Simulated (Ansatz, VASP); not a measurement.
# One calculation of Ca2Ge3N, two programs

Contents of INCAR:

```
SYSTEM = Ca2Ge3N
PREC = Accurate ; ENCUT = 520
EDIFF = 1E-6 ; ISMEAR = 0
SIGMA = 0.1 ; LREAL = .FALSE.
LASPH = .TRUE. ; NELM = 60
ALGO = Normal ; ISIF = 2
LWAVE = .FALSE. ; LCHARG = .FALSE.
GGA = PE ; NBANDS = 42
```

File KPOINTS:

```
regular mesh
0
G
  6 6 4
  0 0 0
```

POSCAR

```
Ca2Ge3N
1.0
    4.5950311300      0.0000000000      0.0000000000
   -2.2975155700      3.9794136900      0.0000000000
    0.0000000000      0.0000000000      7.2564613900
Ca Ge N
2 3 1
Direct
    0.6666666700      0.3333333300      0.7525866000
    0.3333333300      0.6666666700      0.2474134000
    0.6666666700      0.3333333300      0.3509370700
    0.3333333300      0.6666666700      0.6490629300
    0.0000000000      0.0000000000      0.5000000000
    0.0000000000      0.0000000000      0.0000000000
```

Input for Ansatz:

```yaml
crystal:
  lattice:
    - [4.59503113, 0.0, 0.0]
    - [-2.29751557, 3.97941369, 0.0]
    - [0.0, 0.0, 7.25646139]
  atoms:
    - { symbol: Ca, position: [0.66666667, 0.33333333, 0.7525866] }
    - { symbol: Ca, position: [0.33333333, 0.66666667, 0.2474134] }
    - { symbol: Ge, position: [0.66666667, 0.33333333, 0.35093707] }
    - { symbol: Ge, position: [0.33333333, 0.66666667, 0.64906293] }
    - { symbol: Ge, position: [0.0, 0.0, 0.5] }
    - { symbol: "N", position: [0.0, 0.0, 0.0] }
basis:
  ecutwfc: 420
kpoints:
  mp_grid: { grid: [6, 6, 4] }
hamiltonian:
  xc: pbe
scf:
  occupations: { method: gaussian, width: 0.1 }
  lower_state_search: "off"
output:
  forces: true
  stress: true
  eigenvalues: true
```

Change from the starting cell: species swapped into the Li3YBi2 type (P-3m1, No. 164).

Alike in both runs: task single point; functional PBE; k mesh 6 × 6 × 4; occupations gaussian, width 0.1 eV; no spin polarisation.

```csv
,VASP,Ansatz
version,VASP 6.6.1,Ansatz 0.2.0
potentials or method,"VASP PAW PBE potentials, release 64 (Ca_sv, Ge_d, N), cutoff 520 eV","scalar-relativistic, plane waves, PAW"
valence electrons in the cell,67,67
```

|  | VASP | Ansatz | Ansatz less VASP |
| --- | --- | --- | --- |
| gap on the k mesh at the Fermi level (eV) | none | none | - |
| pressure (GPa) | 1.5 | 1.4 | -0.08 |
| traceless stress, the component that is largest in VASP (GPa) | -3.19 | -3.17 | +0.024 |
| rms of the force components (eV/Å) | 1.020 | 1.014 | -0.0069 |

Atom by atom the forces differ by 0.007 eV/Å (rms over components). A gap of «none» marks a metal or a gap that the smearing closes.
